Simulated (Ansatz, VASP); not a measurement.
## SrGe2Mo2: VASP beside Ansatz

```
CELL_PARAMETERS angstrom
4.57623 0.00000 0.00000
-2.28812 3.96313 0.00000
0.00000 0.00000 8.90343
ATOMIC_POSITIONS crystal
Sr 0.00000 0.00000 0.00000
Ge 0.66667 0.33333 0.50000
Ge 0.33333 0.66667 0.50000
Mo 0.00000 0.00000 0.38255
Mo 0.00000 0.00000 0.61745
```

Alike in both runs: task single point; functional PBE; k mesh 12 × 12 × 4; occupations gaussian, width 0.1 eV; no spin polarisation.

|  | VASP | Ansatz |
| --- | --- | --- |
| version | VASP 6.6.1 | Ansatz 0.2.0 |
| potentials or method | VASP PAW PBE potentials, release 64 (Sr_sv, Ge_d, Mo_sv), cutoff 520 eV | scalar-relativistic, plane waves, PAW |
| valence electrons in the cell | 66 | 66 |

Ansatz gave:

| Quantity | Value |
| --- | --- |
| gap on the k mesh at the Fermi level (eV) | none |
| pressure (GPa) | 0.0 |
| traceless stress, the component that is largest in VASP (GPa) | 0.00 |
| rms of the force components (eV/Å) | 0.001 |

Question: What did VASP give for the same quantities?

Answer: gap on the k mesh at the Fermi level (eV): none; pressure (GPa): 0.3; traceless stress, the component that is largest in VASP (GPa): 0.54; rms of the force components (eV/Å): 0.149.

Atom by atom the forces differ by 0.149 eV/Å (rms over components). A gap of «none» marks a metal or a gap that the smearing closes. One of these differences is far larger than is usual between the two programs; its cause wasn't traced. The functional is the same, so the differences come from potentials, cutoffs and numerics.
